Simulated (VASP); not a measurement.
Set up this calculation in VASP 6.6.1, as the native input.

```yaml
Task: single point
Functional: PBEsol
Potentials_or_basis: VASP PAW PBE potentials, release 64 (Zn, Se)
Cutoff: 520 eV
k_mesh: 8 × 8 × 8
Occupations: gaussian, width 0.01 eV
Spin: no spin polarisation
Dipole_correction: no
Further_INCAR_settings: ALGO = Normal; EDIFF = 1e-06; NBANDS = 16
```

The structure of ZnSe lies in POSCAR:

```
ZnSe
1.0
    0.0000000000      2.7976963290      2.7976963290
    2.7976963290      0.0000000000      2.7976963290
    2.7976963290      2.7976963290      0.0000000000
Zn Se
1 1
Direct
    0.0000000000      0.0000000000      0.0000000000
    0.7500000000      0.7500000000      0.7500000000
```

This cell differs from its parent crystal: volume scaled by 0.98.

The input as run:

INCAR

```
PREC = Accurate
ENCUT = 520
EDIFF = 1E-6
ISMEAR = 0
SIGMA = 0.01
LREAL = F
LASPH = T
NELM = 80
ALGO = Normal
ISIF = 2
LWAVE = F
LCHARG = T
GGA = PS
LELF = T
LVHAR = T
NBANDS = 16
```

KPOINTS

```
regular mesh
0
Gamma
  8 8 8
```

Potentials or basis: VASP PAW PBE potentials, release 64 (Zn, Se).

Run with:

```console
$ cat potpaw_PBE.64/Zn/POTCAR potpaw_PBE.64/Se/POTCAR > POTCAR
$ mpirun -np 1 vasp_std > vasp.out
```

Results of the run:

```json
{
 "Pressure": "1.7 GPa",
 "Band gap on the k mesh": "1.33 eV, direct"
}
```

Caveat: the PAW data sets were made with another functional, which shifts forces and pressure a little.

Wall time 21 s on 1 thread of Intel(R) Xeon(R) Platinum 8259CL CPU @ 2.50GHz (Skylake/Cascade Lake) (shared host), peak memory 0.17 GiB.
